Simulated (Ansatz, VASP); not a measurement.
AlN: VASP beside Ansatz

Contents of INCAR:

```
SYSTEM = AlN
PREC = Accurate
ENCUT = 520
EDIFF = 1E-7
ISMEAR = 0
SIGMA = 0.05
LREAL = .FALSE.
LASPH = .TRUE.
NELM = 80
ALGO = Normal
ISIF = 2
LWAVE = .FALSE.
LCHARG = .FALSE.
GGA = PE
NBANDS = 26
```

The input KPOINTS:

```
Automatic mesh
0
G
  6 6 6
  0 0 0
```

Contents of POSCAR:

```
AlN
1.0
    4.4025164325      0.0000000000      0.0000000000
    0.0000000000     -4.4025164325      0.0000000000
    0.0000000000      0.0000000000     -4.4025164325
Al N
4 4
Direct
   -0.0607121785     -0.1430999769     -0.0607121785
    0.5000000000      0.5000000000      0.0000000000
    0.5000000000      0.0000000000      0.5000000000
    0.0000000000      0.5000000000      0.5000000000
    0.7500000000      0.7500000000      0.7500000000
    0.2500000000      0.2500000000      0.7500000000
    0.2500000000      0.7500000000      0.2500000000
    0.7500000000      0.2500000000      0.2500000000
```

Input for Ansatz:

```yaml
crystal:
  lattice:
    - [4.4025164325, 0.0, 0.0]
    - [0.0, -4.4025164325, 0.0]
    - [0.0, 0.0, -4.4025164325]
  atoms:
    - { symbol: Al, position: [-0.0607121785, -0.1430999769, -0.0607121785] }
    - { symbol: Al, position: [0.5, 0.5, 0.0] }
    - { symbol: Al, position: [0.5, 0.0, 0.5] }
    - { symbol: Al, position: [0.0, 0.5, 0.5] }
    - { symbol: "N", position: [0.75, 0.75, 0.75] }
    - { symbol: "N", position: [0.25, 0.25, 0.75] }
    - { symbol: "N", position: [0.25, 0.75, 0.25] }
    - { symbol: "N", position: [0.75, 0.25, 0.25] }
basis:
  ecutwfc: 420
kpoints:
  mp_grid: { grid: [6, 6, 6] }
hamiltonian:
  xc: pbe
  pseudopotentials: { kind: paw, azcp: { folder: soft_1 } }
scf:
  occupations: { method: gaussian, width: 0.05 }
output:
  forces: true
  stress: true
  eigenvalues: true
  write_density: true
  write_potential: true
  elf: true
  volumetric_format: npy
```

Alike in both runs: task single point; functional PBE; k mesh 6 × 6 × 6; occupations gaussian, width 0.05 eV; no spin polarisation.

|  | VASP | Ansatz |
| --- | --- | --- |
| version | VASP 6.6.1 | Ansatz 0.2.0 |
| potentials or method | VASP PAW PBE potentials, release 64 (Al, N), cutoff 520 eV | scalar-relativistic, plane waves, PAW |
| valence electrons in the cell | 32 | 32 |

```tsv
	VASP	Ansatz	Ansatz less VASP
gap on the k mesh at the Fermi level (eV)	1.01	1.02	+0.009
least direct gap on the mesh (eV)	1.19	1.20	+0.011
rms of the force components (eV/Å)	13.277	13.692	+0.4146
```

Atom by atom the forces differ by 0.418 eV/Å (rms over components).
